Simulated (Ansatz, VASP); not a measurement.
# C: VASP beside Ansatz

Contents of INCAR:

```
PREC = Accurate
ENCUT = 600
EDIFF = 1E-6
ISMEAR = 0
SIGMA = 0.01
LREAL = False
LASPH = True
NELM = 100
ALGO = Normal
ISIF = 3
LWAVE = False
LCHARG = False
GGA = CA
IBRION = 2
NSW = 80
EDIFFG = -0.002
```

The input KPOINTS:

```
Automatic mesh
0
Gamma
  6 6 6
```

POSCAR

```
C
1.0
    3.5670000000      0.0000000000      0.0000000000
    0.0000000000      3.5670000000      0.0000000000
    0.0000000000      0.0000000000      3.5670000000
C
8
Direct
    0.0000000000      0.0000000000      0.0000000000
    0.0000000000      0.5000000000      0.5000000000
    0.5000000000      0.0000000000      0.5000000000
    0.5000000000      0.5000000000      0.0000000000
    0.2500000000      0.2500000000      0.2500000000
    0.2500000000      0.7500000000      0.7500000000
    0.7500000000      0.2500000000      0.7500000000
    0.7500000000      0.7500000000      0.2500000000
```

Input for Ansatz:

```yaml
crystal:
  lattice:
    - [3.567, 0.0, 0.0]
    - [0.0, 3.567, 0.0]
    - [0.0, 0.0, 3.567]
  atoms:
    - { symbol: C, position: [0.0, 0.0, 0.0] }
    - { symbol: C, position: [0.0, 0.5, 0.5] }
    - { symbol: C, position: [0.5, 0.0, 0.5] }
    - { symbol: C, position: [0.5, 0.5, 0.0] }
    - { symbol: C, position: [0.25, 0.25, 0.25] }
    - { symbol: C, position: [0.25, 0.75, 0.75] }
    - { symbol: C, position: [0.75, 0.25, 0.75] }
    - { symbol: C, position: [0.75, 0.75, 0.25] }
scf:
  occupations: { method: fixed }
output:
  forces: true
  stress: true
  eigenvalues: true
  write_density: true
  write_potential: true
  elf: true
  volumetric_format: npy
hamiltonian:
  xc: lda
kpoints:
  mp_grid: { grid: [6, 6, 6] }
basis:
  ecutwfc: 520
relax:
  f_tol: 0.002
  max_steps: 60
  cell: { stress_tol: 0.05 }
```

Alike in both runs: task relaxation of cell and atoms; functional LDA; k mesh 6 × 6 × 6; no spin polarisation.

|  | VASP | Ansatz |
| --- | --- | --- |
| version | VASP 6.6.1 | Ansatz 0.2.0 |
| potentials or method | VASP PAW LDA potentials, release 64 (C), cutoff 600 eV | scalar-relativistic, plane waves, PAW |
| occupations | gaussian, width 0.01 eV | fixed |
| valence electrons in the cell | 32 | 32 |

Ansatz gave:

- gap on the k mesh at the Fermi level, each at its own relaxed structure (eV): 4.20
- relaxed volume (Å³/atom): 5.51
- relaxed cell length with the largest relative difference (Å): 3.532

Q: What did VASP give for the same quantities?

A: gap on the k mesh at the Fermi level, each at its own relaxed structure (eV): 4.19; relaxed volume (Å³/atom): 5.52; relaxed cell length with the largest relative difference (Å): 3.534.

LDA's correlation is that of Perdew and Zunger in VASP and of Perdew and Wang (1992) in Ansatz.
